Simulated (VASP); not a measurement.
# Si (R-3m) in VASP: a series of runs

The runs below take Si through single point, with r2SCAN.

Everything below comes from runs of VASP 6.6.1. Logs are shortened: lines on timing, memory, paths and dates and some standing lists are left out, and cuts for length are marked.

## (1) The cell of the first run

It takes space group R-3m (No. 166, trigonal). Conventional cell: a = 3.734 Å, b = 3.734 Å, c = 9.555 Å, α = 90.00°, β = 90.00°, γ = 120.00°. Si (site symmetry 3m) has 4 Si at 2.31 to 2.35 Å within 3.1 Å.

## (2) Single point, r2SCAN (epitaxial 111 strain -3.0%)

File POSCAR:

```
Si
1.0
    0.0786296726      2.7190850014      2.7190850014
    2.7190850014      0.0786296726      2.7190850014
    2.7190850014      2.7190850014      0.0786296726
Si
2
Direct
    0.0019506558      0.0019506558      0.0019506558
    0.2480493442      0.2480493442      0.2480493442
```

File INCAR.step1:

```
SYSTEM = Si
PREC     = Accurate       ! precision mode
ENCUT    = 520            ! plane-wave cutoff, eV
ISMEAR   = 0              ! smearing method
SIGMA    = 0.01           ! smearing width, eV
LREAL    = .False.        ! projectors in reciprocal space
LASPH    = .True.         ! aspherical terms in the spheres
NELM     = 60             ! most SCF steps
NBANDS   = 11             ! bands
GGA      = PE             ! functional
ALGO     = Normal         ! electronic algorithm
EDIFF    = 1E-4           ! SCF threshold, eV
LWAVE    = .True.         ! write WAVECAR
LCHARG   = .False.        ! write CHGCAR
```

File INCAR.step2:

```
SYSTEM = Si
PREC     = Accurate       ! precision mode
ENCUT    = 520            ! plane-wave cutoff, eV
EDIFF    = 1E-7           ! SCF threshold, eV
ISMEAR   = 0              ! smearing method
SIGMA    = 0.01           ! smearing width, eV
LREAL    = .False.        ! projectors in reciprocal space
LASPH    = .True.         ! aspherical terms in the spheres
NELM     = 60             ! most SCF steps
ALGO     = Normal         ! electronic algorithm
ISIF     = 2              ! what is computed and relaxed
LWAVE    = .False.        ! write WAVECAR
LCHARG   = .True.         ! write CHGCAR
METAGGA  = R2SCAN         ! meta-GGA
LMIXTAU  = .True.       
LELF     = .True.         ! ELF
LVHAR    = .True.       
NBANDS   = 11             ! bands
ISTART   = 1
```

File KPOINTS:

```
regular mesh
0
Gamma
  8 8 8
  0 0 0
```

Potentials or basis: VASP PAW PBE potentials, release 64 (Si).

Command:

```sh
> cat potpaw_PBE.64/Si/POTCAR > POTCAR
> cp INCAR.step1 INCAR
> mpirun -np 1 vasp_std > vasp.out
> cp INCAR.step2 INCAR
> mpirun -np 1 vasp_std > vasp.out
```

OUTCAR:

```text
SYSTEM = Si
   PREC = Accurate
   ENCUT = 520
   EDIFF = 1E-7
   ISMEAR = 0
   LREAL = .False.
   LASPH = .True.
   NELM = 60
   ISIF = 2
   METAGGA = R2SCAN
   ISTART = 1

 ion  position               nearest neighbor table
   1  0.002  0.002  0.002-   2 2.31   2 2.31   2 2.31   2 2.35
   2  0.248  0.248  0.248-   1 2.31   1 2.31   1 2.31   1 2.35

  LATTYP: Found a trigonal (rhomboedric) cell.
 ALAT       =     3.8461707080
 COS(alpha) =     0.5286966389

  Lattice vectors:

 A1 = (   0.0786296726,   2.7190850014,   2.7190850014)
 A2 = (   2.7190850014,   0.0786296726,   2.7190850014)
 A3 = (   2.7190850014,   2.7190850014,   0.0786296726)

Analysis of symmetry for initial positions (statically):
=====================================================================
 Subroutine PRICEL returns:
 Original cell was already a primitive cell.

 Routine SETGRP: Setting up the symmetry group for a
 trigonal (rhombohedral) supercell.

 Subroutine GETGRP returns: Found 12 space group operations
 (whereof  6 operations were pure point group operations)
 out of a pool of 12 trial point group operations.

The static configuration has the point symmetry C_3v.
 The point group associated with its full space group is D_3d.

Analysis of symmetry for dynamics (positions and initial velocities):
=====================================================================
 Subroutine PRICEL returns:
 Original cell was already a primitive cell.

 Routine SETGRP: Setting up the symmetry group for a
 trigonal (rhombohedral) supercell.

 Subroutine GETGRP returns: Found 12 space group operations
 (whereof  6 operations were pure point group operations)
 out of a pool of 12 trial point group operations.

The dynamic configuration has the point symmetry C_3v.
 The point group associated with its full space group is D_3d.

 Subroutine INISYM returns: Found 12 space group operations
 (whereof  6 operations are pure point group operations),
 and found     1 'primitive' translations

----------------------------------------------------------------------------------------

                                     Primitive cell

  volume of cell :      38.4632

  direct lattice vectors                    reciprocal lattice vectors
     0.078629673  2.719085001  2.719085001    -0.192060202  0.186662357  0.186662357
     2.719085001  0.078629673  2.719085001     0.186662357 -0.192060202  0.186662357
     2.719085001  2.719085001  0.078629673     0.186662357  0.186662357 -0.192060202

  length of vectors
     3.846170708  3.846170708  3.846170708     0.326454886  0.326454886  0.326454886

  position of ions in fractional coordinates (direct lattice)
     0.001950656  0.001950656  0.001950656
     0.248049344  0.248049344  0.248049344

  ion indices of the primitive-cell ions
   primitive index   ion index
                 1           1
                 2           2

----------------------------------------------------------------------------------------

 KPOINTS: regular mesh

Automatic generation of k-mesh.
 Grid dimensions read from file:
 generate k-points for:    8    8    8

 Generating k-lattice:

  Cartesian coordinates                     Fractional coordinates (reciprocal lattice)
    -0.024007525  0.023332795  0.023332795     0.125000000  0.000000000 -0.000000000
     0.023332795 -0.024007525  0.023332795     0.000000000  0.125000000 -0.000000000
     0.023332795  0.023332795 -0.024007525     0.000000000  0.000000000  0.125000000

  Length of vectors
     0.040806861  0.040806861  0.040806861

  Shift w.r.t. Gamma in fractional coordinates (k-lattice)
     0.000000000  0.000000000  0.000000000

 Subroutine IBZKPT returns following result:
 ===========================================

 Found     65 irreducible k-points:

 Following reciprocal coordinates:
            Coordinates               Weight
  0.000000  0.000000  0.000000      1.000000
  0.125000  0.000000  0.000000      6.000000
  0.250000  0.000000  0.000000      6.000000
  0.375000  0.000000  0.000000      6.000000
  0.500000  0.000000  0.000000      3.000000
  0.125000  0.125000 -0.000000      6.000000
[... 16 lines left out ...]
  0.250000  0.125000  0.125000      6.000000
  0.375000  0.125000  0.125000      6.000000
 [... further k-points ...]
   k-points           NKPTS =     65   k-points in BZ     NKDIM =     65   number of bands    NBANDS=     11
   number of dos      NEDOS =    301   number of ions     NIONS =      2
   total plane-waves  NPLWV =  27000
   dimension x,y,z NGX =    30 NGY =   30 NGZ =   30
   dimension x,y,z NGXF=    60 NGYF=   60 NGZF=   60
   ions per type =               2
   NGX,Y,Z   is equivalent  to a cutoff of  12.97, 12.97, 12.97 a.u.
   NGXF,Y,Z  is equivalent  to a cutoff of  25.93, 25.93, 25.93 a.u.
 SYSTEM =  Si
   PREC   = accura    normal or accurate (medium, high low for compatibility)
   ISTART =      1    job   : 0-new  1-cont  2-samecut
   ICHARG =      0    charge: 1-file 2-atom 10-const
   ISPIN  =      1    spin polarized calculation?
   LNONCOLLINEAR =      F non collinear calculations
   LSORBIT =      F    spin-orbit coupling
   LASPH  =      T    aspherical Exc in radial PAW
   ENCUT  =  520.0 eV  38.22 Ry    6.18 a.u.   7.15  7.15  7.15*2*pi/ulx,y,z
   NELM   =     60;   NELMIN=  2; NELMDL=  0     # of ELM steps
   EDIFF  = 0.1E-06   stopping-criterion for ELM
   LREAL  =      F    real-space projection
   EDIFFG = 0.1E-05   stopping-criterion for IOM
   NSW    =      0    number of steps for IOM
   IBRION =     -1    ionic relax: 0-MD 1-quasi-New 2-CG
   NFREE  =      0    steps in history (QN), initial steepest desc. (CG)
   ISIF   =      2    stress and relaxation
   ISYM   =      2    0-nonsym 1-usesym 2-fastsym
   POTIM  = 0.5000    time-step for ionic-motion
   TEBEG  =    0.0;   TEEND  =   0.0 temperature during run
   PSTRESS=    0.0 pullay stress
   NELECT =       8.0000    total number of electrons
   NUPDOWN=      -1.0000    fix difference up-down
   EMIN   =  10.00;   EMAX   =-10.00  energy-range for DOS
   EFERMI =   0.00;   METHOD = LEGACY
   ISMEAR =     0;   SIGMA  =   0.01  broadening in eV -4-tet -1-fermi 0-gaus
   EFERMI_NEDOS =   21; number of points for ismear=-14 and -15
   IALGO  =     38    algorithm
   IMIX   =      4    mixing-type and parameters
     AMIX     =   0.40;   BMIX     =  1.00
     AMIX_MAG =   1.60;   BMIX_MAG =  1.00
  volume/ion in A,a.u.               =      19.23       129.78
  Fermi-wavevector in a.u.,A,eV,Ry     =   0.969966  1.832970 12.800826  0.940834
  Thomas-Fermi vector in A             =   2.100062
   LORBIT       =      0    0 simple, 1 ext, 2 COOP (PROOUT), +10 PAW based schemes
   METAGGA = R2SCAN    functional components
   LHFCALC =     F    Hartree Fock is set to
   AEXX    =    0.0000 exact exchange contribution
   IVDW    =     0    specifies the selected vdW correction
   LEPSILON=     F    determine dielectric tensor
   LRPA    =     F    only Hartree local field effects (RPA)
 non-spin polarized calculation
 Gauss-broadening in eV      SIGMA  =   0.01
  energy-cutoff  :      520.00
  volume of cell :       38.46
 maximum number of plane-waves:      1049
 NGX is ok and might be reduce to    30
   NGX = 15   NGY = 15   NGZ = 15

 number of electron       8.0000000 magnetization

 Free energy of the ion-electron system (eV)
  ---------------------------------------------------
  ext. energy  EPLUGINS =         0.00000000
  ---------------------------------------------------
  free energy    TOTEN  =       -17.49457742 eV

  energy without entropy =      -17.49457742  energy(sigma->0) =      -17.49457742

 E-fermi :   6.4249     XC(G=0): -10.0172

 val. band max:        6.3295353231   @ k =   0.0000   0.0000   0.0000
 cond. band min:       6.7673112857   @ k =   0.5000   0.5000  -0.0000
 fundamental gap:      0.4377759626
 Fermi energy:         6.4248910644

 k-point     1 :       0.0000    0.0000    0.0000
  band No.  band energies     occupation
      1      -6.6597      2.00000
      2       5.8316      2.00000
      3       6.3295      2.00000
      4       6.3295      2.00000
      5       8.4573      0.00000
      6       9.1171      0.00000
      7       9.1171      0.00000
      8      10.7963      0.00000
      9      14.3169      0.00000
     10      14.3169      0.00000
     11      15.0797      0.00000

 k-point     2 :       0.1250    0.0000    0.0000
  band No.  band energies     occupation
      1      -6.4321      2.00000
      2       4.6298      2.00000
      3       5.5841      2.00000
      4       5.9765      2.00000
      5       8.7747      0.00000
      6       9.2983      0.00000
      7       9.5988      0.00000
      8      12.0358      0.00000
      9      13.7311      0.00000
     10      13.8617      0.00000
     11      15.9376      0.00000

 k-point     3 :       0.2500    0.0000    0.0000
  band No.  band energies     occupation
      1      -5.7663      2.00000
      2       2.1175      2.00000
      3       5.0883      2.00000
      4       5.4102      2.00000
      5       8.5139      0.00000
      6       9.7546      0.00000
      7      10.0933      0.00000
      8      13.3773      0.00000
      9      14.0077      0.00000
     10      14.3396      0.00000
     11      16.0001      0.00000

 k-point     4 :       0.3750    0.0000    0.0000
  band No.  band energies     occupation
      1      -4.7573      2.00000
      2      -0.1169      2.00000
      3       4.7616      2.00000
      4       5.0180      2.00000
      5       8.1502      0.00000
      6       9.6900      0.00000
      7       9.9352      0.00000
      8      14.5051      0.00000
      9      15.0693      0.00000
     10      15.7234      0.00000
     11      17.2184      0.00000
[... 239 lines left out ...]
 k-point    22 :       0.1250    0.1250    0.1250
  band No.  band energies     occupation
      1      -6.4523      2.00000
      2       4.1142      2.00000
      3       6.0482      2.00000
      4       6.0482      2.00000
      5       9.2031      0.00000
      6       9.5350      0.00000
      7       9.5350      0.00000
      8      11.6219      0.00000
      9      13.8985      0.00000
     10      13.8985      0.00000
     11      15.7626      0.00000

 k-point    23 :       0.2500    0.1250    0.1250
  band No.  band energies     occupation
      1      -6.0904      2.00000
      2       3.2081      2.00000
      3       4.3993      2.00000
      4       5.9881      2.00000
      5       9.7137      0.00000
      6       9.8092      0.00000
      7       9.9399      0.00000
      8      12.5101      0.00000
      9      13.0005      0.00000
     10      14.6387      0.00000
     11      16.8389      0.00000

 k-point    24 :       0.3750    0.1250    0.1250
  band No.  band energies     occupation
      1      -5.3065      2.00000
      2       1.3841      2.00000
      3       3.4112      2.00000
      4       5.4046      2.00000
      5       9.3825      0.00000
      6      10.2417      0.00000
      7      10.2803      0.00000
      8      13.3151      0.00000
      9      13.5588      0.00000
     10      16.5538      0.00000
     11      16.6442      0.00000

 [... further k-points ...]
[... 5 lines left out ...]
  --------------------------------------------------------------------------------------
  -------------------------------------------------------------------------------------
  Total        1.1600840      1.1600840      1.1600840     -0.6115675     -0.6115675     -0.6115675
  in kB       48.3231407     48.3231407     48.3231407    -25.4747613    -25.4747613    -25.4747613
  external PRESSURE =      48.3231407 kB  Pullay stress =       0.0000000 kB

 VOLUME and BASIS-vectors are now :
 -----------------------------------------------------------------------------
  energy-cutoff  :      520.00
  volume of cell :       38.46
      direct lattice vectors                 reciprocal lattice vectors
     0.078629673  2.719085001  2.719085001    -0.192060202  0.186662357  0.186662357
     2.719085001  0.078629673  2.719085001     0.186662357 -0.192060202  0.186662357
     2.719085001  2.719085001  0.078629673     0.186662357  0.186662357 -0.192060202

 POSITION                                       TOTAL-FORCE (eV/Angst)
 -----------------------------------------------------------------------------------
      0.01076      0.01076      0.01076        -0.003860     -0.003860     -0.003860
      1.36844      1.36844      1.36844         0.003860      0.003860      0.003860
 -----------------------------------------------------------------------------------
    total drift:                               -0.000000     -0.000000      0.000000

  FREE ENERGIE OF THE ION-ELECTRON SYSTEM (eV)
  ---------------------------------------------------
  free  energy   TOTEN  =       -17.4945774195 eV

  energy  without entropy=      -17.4945774195  energy(sigma->0) =      -17.49457742
```

Wall time 97 s (1 thread of Intel Xeon Platinum 8124M at 3.00GHz (Skylake/Cascade Lake), shared host); peak memory 0.17 GiB.

What came out:

- Free energy: -17.4946 eV
- Pressure: 4.8 GPa
- Largest force: 0.007 eV/Å
- Band gap on the k mesh: 0.44 eV (least direct gap 2.13 eV)

Forces on the atoms (eV/Å):
```
Si  -0.004 -0.004 -0.004
Si   0.004  0.004  0.004
```

Stress tensor (GPa, compression positive):
```
 4.83 -2.55 -2.55
-2.55  4.83 -2.55
-2.55 -2.55  4.83
```

Caveat: the cell differs from its parent crystal (epitaxial 111 strain -3.0%); the cell stands under pressure; the PAW data sets were made with another functional, which shifts forces and pressure a little.

## (3) Single point, r2SCAN (epitaxial 111 strain -2.0%)

File POSCAR:

```
Si
1.0
    0.0520705001      2.7197470178      2.7197470178
    2.7197470178      0.0520705001      2.7197470178
    2.7197470178      2.7197470178      0.0520705001
Si
2
Direct
    0.0012620269      0.0012620269      0.0012620269
    0.2487379731      0.2487379731      0.2487379731
```

File INCAR.step1:

```
SYSTEM = Si
ALGO = Normal
EDIFF = 1E-4
ENCUT = 520
GGA = PE
ISMEAR = 0
LASPH = .True.
LCHARG = .False.
LREAL = .False.
LWAVE = .True.
NBANDS = 11
NELM = 60
PREC = Accurate
SIGMA = 0.01
```

File INCAR.step2:

```
SYSTEM = Si
ALGO = Normal
EDIFF = 1E-7
ENCUT = 520
ISIF = 2
ISMEAR = 0
ISTART = 1
LASPH = .True.
LCHARG = .False.
LMIXTAU = .True.
LREAL = .False.
LWAVE = .False.
METAGGA = R2SCAN
NBANDS = 11
NELM = 60
PREC = Accurate
SIGMA = 0.01
```

File KPOINTS:

```
k-points
0
Gamma
  8 8 8
  0 0 0
```

Potentials or basis: VASP PAW PBE potentials, release 64 (Si).

Command:

```sh
> cat potpaw_PBE.64/Si/POTCAR > POTCAR
> cp INCAR.step1 INCAR
> mpirun -np 1 vasp_std > vasp.out
> cp INCAR.step2 INCAR
> mpirun -np 1 vasp_std > vasp.out
```

Wall time 83 s (1 thread of Intel Xeon Platinum 8124M at 3.00GHz (Skylake/Cascade Lake), shared host); peak memory 0.17 GiB.

Results (log left out):

```
Free energy            : -17.5248 eV
Pressure               : 3.0 GPa
Largest force          : 0.004 eV/Å
Band gap on the k mesh : 0.62 eV (least direct gap 2.37 eV)
```

Forces in eV/Å, atoms in the order of the input:
```
Si  -0.002 -0.002 -0.002
Si   0.002  0.002  0.002
```

Stress tensor (GPa, compression positive):
```
 3.04 -1.65 -1.65
-1.65  3.04 -1.65
-1.65 -1.65  3.04
```

Levels at points of the mesh, in eV from the valence-band top:
```tsv
k point	band 2	band 3	band 4	band 5	band 6	band 7
(0.00, 0.00, 0.00)	-0.31	0.00	0.00	2.37	2.78	2.78
(0.50, 0.00, 0.00)	-7.47	-1.53	-1.38	1.76	3.35	3.51
(0.50, 0.50, 0.00)	-8.31	-3.31	-3.05	0.62	0.92	10.89
(0.50, 0.50, 0.50)	-7.55	-1.22	-1.22	2.19	3.61	3.61
```

Caveat: the cell differs from its parent crystal (epitaxial 111 strain -2.0%); the cell stands under pressure; the PAW data sets were made with another functional, which shifts forces and pressure a little. A k mesh can miss the band edges.

## (4) Single point, r2SCAN (epitaxial 111 strain -1.0%)

File POSCAR:

```
Si
1.0
    0.0258862294      2.7207839361      2.7207839361
    2.7207839361      0.0258862294      2.7207839361
    2.7207839361      2.7207839361      0.0258862294
Si
2
Direct
    0.0006120971      0.0006120971      0.0006120971
    0.2493879029      0.2493879029      0.2493879029
```

File INCAR.step1:

```
ALGO     = Normal         # electronic algorithm
EDIFF    = 1E-4           # SCF threshold, eV
ENCUT    = 520            # plane-wave cutoff, eV
GGA      = PE             # functional
ISMEAR   = 0              # smearing method
LASPH    = T              # aspherical terms in the spheres
LCHARG   = F              # write CHGCAR
LREAL    = F              # projectors in reciprocal space
LWAVE    = T              # write WAVECAR
NBANDS   = 11             # bands
NELM     = 80             # most SCF steps
PREC     = Accurate       # precision mode
SIGMA    = 0.01           # smearing width, eV
```

File INCAR.step2:

```
ALGO     = Normal         # electronic algorithm
EDIFF    = 1E-6           # SCF threshold, eV
ENCUT    = 520            # plane-wave cutoff, eV
ISIF     = 2              # what is computed and relaxed
ISMEAR   = 0              # smearing method
ISTART   = 1            
LASPH    = T              # aspherical terms in the spheres
LCHARG   = T              # write CHGCAR
LELF     = T              # ELF
LMIXTAU  = T            
LREAL    = F              # projectors in reciprocal space
LVHAR    = T            
LWAVE    = F              # write WAVECAR
METAGGA  = R2SCAN         # meta-GGA
NBANDS   = 11             # bands
NELM     = 80             # most SCF steps
PREC     = Accurate       # precision mode
SIGMA    = 0.01           # smearing width, eV
```

File KPOINTS:

```
k-points
0
Gamma
  8 8 8
```

Command:

```sh
> cat potpaw_PBE.64/Si/POTCAR > POTCAR
> cp INCAR.step1 INCAR
> mpirun -np 1 vasp_std > vasp.out
> cp INCAR.step2 INCAR
> mpirun -np 1 vasp_std > vasp.out
```

Run time: 85 s. Hardware: 1 thread of Intel Xeon Platinum 8124M at 3.00GHz (Skylake/Cascade Lake), shared host; peak memory 0.17 GiB.

It converged, with:

```
Free energy            : -17.5421 eV
Pressure               : 1.4 GPa
Band gap on the k mesh : 0.75 eV (least direct gap 2.58 eV)
```

Stress tensor (GPa, compression positive):
```
 1.35 -0.80 -0.80
-0.80  1.35 -0.80
-0.80 -0.80  1.35
```

Levels at points of the mesh, in eV from the valence-band top:
| k point | band 2 | band 3 | band 4 | band 5 | band 6 | band 7 |
| --- | --- | --- | --- | --- | --- | --- |
| (0.00, 0.00, 0.00) | -0.14 | 0.00 | 0.00 | 2.58 | 2.77 | 2.77 |
| (0.50, 0.00, 0.00) | -7.35 | -1.39 | -1.32 | 1.82 | 3.47 | 3.56 |
| (0.50, 0.50, 0.00) | -8.21 | -3.15 | -3.02 | 0.78 | 0.93 | 10.87 |
| (0.50, 0.50, 0.50) | -7.38 | -1.24 | -1.24 | 2.03 | 3.60 | 3.60 |

Caveat: the cell differs from its parent crystal (epitaxial 111 strain -1.0%); the PAW data sets were made with another functional, which shifts forces and pressure a little.

(Continued in part 2 of 2.)
